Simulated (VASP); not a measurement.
Wanted: the native input for a VASP 6.6.1 run.

| Item | Value |
| --- | --- |
| Task | single point |
| Functional | PBEsol |
| Potentials or basis | VASP PAW PBE potentials, release 64 (Nb_sv) |
| Cutoff | 520 eV |
| k mesh | 24 × 24 × 20 |
| Occupations | gaussian, width 0.1 eV |
| Spin | no spin polarisation |
| Dipole correction | no |
| Further INCAR settings | ALGO = Fast; EDIFF = 1e-06; NBANDS = 12 |

The structure of Nb lies in POSCAR:

```
Nb
1.0
    2.8284672721      0.0000000000      0.0000000000
   -1.4142336361      2.4495245114      0.0000000000
    0.0000000000      0.0000000000      2.6939326976
Nb
1
Direct
    0.0000000000      0.0000000000      0.0000000000
```

This isn't the form of Nb at room conditions, which is bcc.

The input as run:

INCAR

```
PREC     = Accurate       # precision mode
ENCUT    = 520            # plane-wave cutoff, eV
EDIFF    = 1E-6           # SCF threshold, eV
ISMEAR   = 0              # smearing method
SIGMA    = 0.1            # smearing width, eV
LREAL    = F              # projectors in reciprocal space
LASPH    = T              # aspherical terms in the spheres
NELM     = 100            # most SCF steps
ALGO     = Fast           # electronic algorithm
ISIF     = 2              # what is computed and relaxed
LWAVE    = F              # write WAVECAR
LCHARG   = F              # write CHGCAR
GGA      = PS             # functional
NBANDS   = 12             # bands
```

KPOINTS

```
Automatic mesh
0
Gamma
  24 24 20
```

Potentials or basis: VASP PAW PBE potentials, release 64 (Nb_sv).

Command:

```sh
$ cat potpaw_PBE.64/Nb_sv/POTCAR > POTCAR
$ mpirun -np 1 vasp_std > vasp.out
```

It gave:

```json
{
  "Pressure": "-0.2 GPa",
  "Band gap on the k mesh": "zero (an odd number of electrons rules out a gap without spin polarisation)"
}
```

Caveat: the PAW data sets were made with another functional, which shifts forces and pressure a little.

Wall time 2.1 min on 1 thread of AMD EPYC 9R45 96-Core Processor (Zen 5), with other jobs on the host, peak memory 0.22 GiB.
